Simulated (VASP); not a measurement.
# Be3SbN (Pm-3m) in VASP: electric field gradients with PBE

Aim: the electric field gradients of Be3SbN with PBE.

All numbers are computed with VASP 6.6.1; they aren't measurements. Logs are shortened: lines on timing, memory, paths and dates and some standing lists are left out, and cuts for length are marked.

### 1 The cell of the first run

Symmetry: Pm-3m, No. 221, cubic system. The conventional cell has a = 3.788 Å, b = 3.788 Å, c = 3.788 Å, α = 90.00°, β = 90.00°, γ = 90.00°. Within 2.5 Å of Be (site symmetry 4/mmm) lie 2 N at 1.89 Å. Within 3.5 Å of Sb (site symmetry m-3m) lie 12 Be at 2.68 Å and 8 N at 3.28 Å. Within 2.5 Å of N (site symmetry m-3m) lie 6 Be at 1.89 Å.

### 2 Electric field gradients, PBE

INCAR reads:

```
SYSTEM = Be3SbN
PREC = Accurate
ENCUT = 520
EDIFF = 1E-8
ISMEAR = -1
SIGMA = 0.15
LREAL = .False.
LASPH = .True.
NELM = 100
ALGO = Normal
ISIF = 2
LWAVE = .False.
LCHARG = .False.
GGA = PE
LEFG = .True.
NBANDS = 16
```

KPOINTS reads:

```
Automatic mesh
0
Gamma
  10 10 10
  0 0 0
```

POSCAR reads:

```
Be3SbN
1.0
    3.7882430461      0.0000000000      0.0000000000
    0.0000000000      3.7882430461      0.0000000000
    0.0000000000      0.0000000000      3.7882430461
Be Sb N
3 1 1
Direct
    0.0000000000      0.5000000000      0.5000000000
    0.5000000000      0.5000000000      0.0000000000
    0.5000000000      0.0000000000      0.5000000000
    0.0000000000      0.0000000000      0.0000000000
    0.5000000000      0.5000000000      0.5000000000
```

Potentials or basis: VASP PAW PBE potentials, release 64 (Be, Sb, N).

On the command line:

```bash
$ cat potpaw_PBE.64/Be/POTCAR potpaw_PBE.64/Sb/POTCAR potpaw_PBE.64/N/POTCAR > POTCAR
$ mpirun -np 1 vasp_std > vasp.out
```

OUTCAR:

```text
SYSTEM = Be3SbN
   PREC = Accurate
   ENCUT = 520
   EDIFF = 1E-8
   ISMEAR = -1
   LREAL = .False.
   LASPH = .True.
   NELM = 100
   ISIF = 2
   GGA = PE

 ion  position               nearest neighbor table
   1  0.000  0.500  0.500-   5 1.89   5 1.89   4 2.68   4 2.68   4 2.68   4 2.68
   2  0.500  0.500  0.000-   5 1.89   5 1.89   4 2.68   4 2.68   4 2.68   4 2.68
   3  0.500  0.000  0.500-   5 1.89   5 1.89   4 2.68   4 2.68   4 2.68   4 2.68
   4  0.000  0.000  0.000-   1 2.68   2 2.68   3 2.68   1 2.68   3 2.68   1 2.68   2 2.68   1 2.68
                             2 2.68   3 2.68   3 2.68   2 2.68
   5  0.500  0.500  0.500-   1 1.89   2 1.89   3 1.89   2 1.89   3 1.89   1 1.89

  LATTYP: Found a simple cubic cell.
 ALAT       =     3.7882430461

  Lattice vectors:

 A1 = (   3.7882430461,   0.0000000000,   0.0000000000)
 A2 = (   0.0000000000,   3.7882430461,   0.0000000000)
 A3 = (   0.0000000000,   0.0000000000,   3.7882430461)

Analysis of symmetry for initial positions (statically):
=====================================================================
 Subroutine PRICEL returns:
 Original cell was already a primitive cell.

 Routine SETGRP: Setting up the symmetry group for a
 simple cubic supercell.

 Subroutine GETGRP returns: Found 48 space group operations
 (whereof 48 operations were pure point group operations)
 out of a pool of 48 trial point group operations.

The static configuration has the point symmetry O_h .

Analysis of symmetry for dynamics (positions and initial velocities):
=====================================================================
 Subroutine PRICEL returns:
 Original cell was already a primitive cell.

 Routine SETGRP: Setting up the symmetry group for a
 simple cubic supercell.

 Subroutine GETGRP returns: Found 48 space group operations
 (whereof 48 operations were pure point group operations)
 out of a pool of 48 trial point group operations.

The dynamic configuration has the point symmetry O_h .

 Subroutine INISYM returns: Found 48 space group operations
 (whereof 48 operations are pure point group operations),
 and found     1 'primitive' translations

----------------------------------------------------------------------------------------

                                     Primitive cell

  volume of cell :      54.3643

  direct lattice vectors                    reciprocal lattice vectors
     3.788243046  0.000000000  0.000000000     0.263974615  0.000000000  0.000000000
     0.000000000  3.788243046  0.000000000     0.000000000  0.263974615  0.000000000
     0.000000000  0.000000000  3.788243046     0.000000000  0.000000000  0.263974615

  length of vectors
     3.788243046  3.788243046  3.788243046     0.263974615  0.263974615  0.263974615

  position of ions in fractional coordinates (direct lattice)
     0.000000000  0.500000000  0.500000000
     0.500000000  0.500000000  0.000000000
     0.500000000  0.000000000  0.500000000
     0.000000000  0.000000000  0.000000000
     0.500000000  0.500000000  0.500000000

  ion indices of the primitive-cell ions
   primitive index   ion index
                 1           1
                 2           2
                 3           3
                 4           4
                 5           5

----------------------------------------------------------------------------------------

 KPOINTS: Automatic mesh

Automatic generation of k-mesh.
 Grid dimensions read from file:
 generate k-points for:   10   10   10

 Generating k-lattice:

  Cartesian coordinates                     Fractional coordinates (reciprocal lattice)
     0.026397462  0.000000000  0.000000000     0.100000000  0.000000000  0.000000000
     0.000000000  0.026397462  0.000000000     0.000000000  0.100000000  0.000000000
[... 51 lines left out ...]
   ICHARG =      2    charge: 1-file 2-atom 10-const
   ISPIN  =      1    spin polarized calculation?
   LNONCOLLINEAR =      F non collinear calculations
   LSORBIT =      F    spin-orbit coupling
   LASPH  =      T    aspherical Exc in radial PAW
   ENCUT  =  520.0 eV  38.22 Ry    6.18 a.u.   7.04  7.04  7.04*2*pi/ulx,y,z
   NELM   =    100;   NELMIN=  2; NELMDL= -5     # of ELM steps
   EDIFF  = 0.1E-07   stopping-criterion for ELM
   LREAL  =      F    real-space projection
   EDIFFG = 0.1E-06   stopping-criterion for IOM
   NSW    =      0    number of steps for IOM
   IBRION =     -1    ionic relax: 0-MD 1-quasi-New 2-CG
   NFREE  =      0    steps in history (QN), initial steepest desc. (CG)
   ISIF   =      2    stress and relaxation
   ISYM   =      2    0-nonsym 1-usesym 2-fastsym
   POTIM  = 0.5000    time-step for ionic-motion
   TEBEG  =    0.0;   TEEND  =   0.0 temperature during run
   PSTRESS=    0.0 pullay stress
   NELECT =      16.0000    total number of electrons
   NUPDOWN=      -1.0000    fix difference up-down
   EMIN   =  10.00;   EMAX   =-10.00  energy-range for DOS
   EFERMI =   0.00;   METHOD = LEGACY
   ISMEAR =    -1;   SIGMA  =   0.15  broadening in eV -4-tet -1-fermi 0-gaus
   EFERMI_NEDOS =   21; number of points for ismear=-14 and -15
   IALGO  =     38    algorithm
   IMIX   =      4    mixing-type and parameters
     AMIX     =   0.40;   BMIX     =  1.00
     AMIX_MAG =   1.60;   BMIX_MAG =  1.00
  volume/ion in A,a.u.               =      10.87        73.37
  Fermi-wavevector in a.u.,A,eV,Ry     =   1.088956  2.057828 16.134130  1.185825
  Thomas-Fermi vector in A             =   2.225149
   LORBIT       =      0    0 simple, 1 ext, 2 COOP (PROOUT), +10 PAW based schemes
   GGA     = PE    functional components
   LHFCALC =     F    Hartree Fock is set to
   AEXX    =    0.0000 exact exchange contribution
   IVDW    =     0    specifies the selected vdW correction
   LEPSILON=     F    determine dielectric tensor
   LRPA    =     F    only Hartree local field effects (RPA)
 non-spin polarized calculation
  energy-cutoff  :      520.00
  volume of cell :       54.36
 maximum number of plane-waves:      1492
   NGX = 15   NGY = 15   NGZ = 15

 number of electron      15.9999999 magnetization

 Free energy of the ion-electron system (eV)
  ---------------------------------------------------
  ext. energy  EPLUGINS =         0.00000000
  ---------------------------------------------------
  free energy    TOTEN  =       -23.12201656 eV

  energy without entropy =      -23.10854961  energy(sigma->0) =      -23.11528309

 E-fermi :   9.1094     XC(G=0): -10.9066

 val. band max:        8.8625436115   @ k =   0.5000   0.4000   0.0000
 cond. band min:       9.1358065059   @ k =   0.0000   0.0000   0.0000
 fundamental gap:      0.2732628944
 Fermi energy:         9.1093507044

 k-point     1 :       0.0000    0.0000    0.0000
  band No.  band energies     occupation
      1      -7.4607      2.00000
      2      -1.6780      2.00000
      3       2.3131      2.00000
      4       2.3131      2.00000
      5       2.3131      2.00000
      6       8.6292      1.92174
[... 433 lines left out ...]
      3       1.9771      2.00000
      4       2.7106      2.00000
      5       4.0216      2.00000
      6       5.5678      2.00000
[... 8 lines left out ...]
     15      16.4292      0.00000
     16      17.2755      0.00000

 [... further k-points ...]

------------------------ aborting loop because EDIFF is reached ----------------------------------------

  FORCE on cell =-STRESS in cart. coord.  units (eV):
  Direction    XX          YY          ZZ          XY          YZ          ZX
  --------------------------------------------------------------------------------------
  -------------------------------------------------------------------------------------
  Total        0.1276301      0.1276301      0.1276301     -0.0000000     -0.0000000      0.0000000
  in kB        3.7614043      3.7614043      3.7614043     -0.0000000     -0.0000000      0.0000000
  external PRESSURE =       3.7614043 kB  Pullay stress =       0.0000000 kB

 VOLUME and BASIS-vectors are now :
 -----------------------------------------------------------------------------
  energy-cutoff  :      520.00
  volume of cell :       54.36
      direct lattice vectors                 reciprocal lattice vectors
     3.788243046  0.000000000  0.000000000     0.263974615  0.000000000  0.000000000
     0.000000000  3.788243046  0.000000000     0.000000000  0.263974615  0.000000000
     0.000000000  0.000000000  3.788243046     0.000000000  0.000000000  0.263974615

 POSITION                                       TOTAL-FORCE (eV/Angst)
 -----------------------------------------------------------------------------------
      0.00000      1.89412      1.89412         0.000000      0.000000      0.000000
      1.89412      1.89412      0.00000         0.000000      0.000000      0.000000
      1.89412      0.00000      1.89412         0.000000      0.000000      0.000000
      0.00000      0.00000      0.00000         0.000000      0.000000      0.000000
      1.89412      1.89412      1.89412         0.000000      0.000000      0.000000
 -----------------------------------------------------------------------------------
    total drift:                                0.000000      0.000000      0.000000

  FREE ENERGIE OF THE ION-ELECTRON SYSTEM (eV)
  ---------------------------------------------------
  free  energy   TOTEN  =       -23.1220165616 eV

  energy  without entropy=      -23.1085496117  energy(sigma->0) =      -23.11528309

 Electric field gradients (V/A^2)
---------------------------------------------------------------------
 ion       V_xx      V_yy      V_zz      V_xy      V_xz      V_yz
---------------------------------------------------------------------
   1      -7.608     3.804     3.804     0.000     0.000    -0.000
   2       3.804     3.804    -7.608     0.000    -0.000     0.000
   3       3.804    -7.608     3.804    -0.000     0.000     0.000
   4      -0.000     0.000    -0.000     0.000     0.000    -0.000
   5      -0.000    -0.000     0.000     0.000    -0.000     0.000
---------------------------------------------------------------------

 Electric field gradients after diagonalization (V/A^2)
 (convention: |V_zz| > |V_xx| > |V_yy|)
----------------------------------------------------------------------
 ion       V_xx      V_yy      V_zz     asymmetry (V_yy - V_xx)/ V_zz
----------------------------------------------------------------------
   1       3.804     3.804    -7.608       0.000
   2       3.804     3.804    -7.608       0.000
   3       3.804     3.804    -7.608       0.000
   4      -0.000     0.000    -0.000      -0.821
   5      -0.000    -0.000     0.000       0.059
----------------------------------------------------------------------

           NMR quadrupolar parameters

 Cq : quadrupolar parameter    Cq=e*Q*V_zz/h
 eta: asymmetry parameters     (V_yy - V_xx)/ V_zz
 Q  : nuclear electric quadrupole moment in mb (millibarn)
----------------------------------------------------------------------
 ion       Cq(MHz)       eta       Q (mb)
----------------------------------------------------------------------
   1      -0.018       0.000       1.000
   2      -0.018       0.000       1.000
   3      -0.018       0.000       1.000
   4      -0.000      -0.821       1.000
   5       0.000       0.059       1.000
----------------------------------------------------------------------
```

It took 72 s on 1 thread of Intel Xeon Platinum 8375C at 2.90GHz (Ice Lake), shared host; peak memory 0.19 GiB.

Results:

| Quantity | Value |
| --- | --- |
| Free energy | -23.1220 eV |
| Pressure | 0.4 GPa |
| Band gap on the k mesh | zero (bands 8 and 9 overlap by 0.18 eV) |
| Largest electric field gradient by atom | Be -7.6; Sb -0.0; N -0.0 V/Å² |

Electric field gradients, principal values (V/Å²):
```csv
atom,least,middle,greatest (by size)
1 Be,3.804,3.804,-7.608
2 Be,3.804,3.804,-7.608
3 Be,3.804,3.804,-7.608
4 Sb,0.000,0.000,0.000
5 N,0.000,0.000,0.000
```

Caveat: without QUAD_EFG the Cq values of the log hold for a quadrupole moment of 1 mb, not for the nuclei; spin-orbit coupling is left out, which moves the levels of the heavy elements.
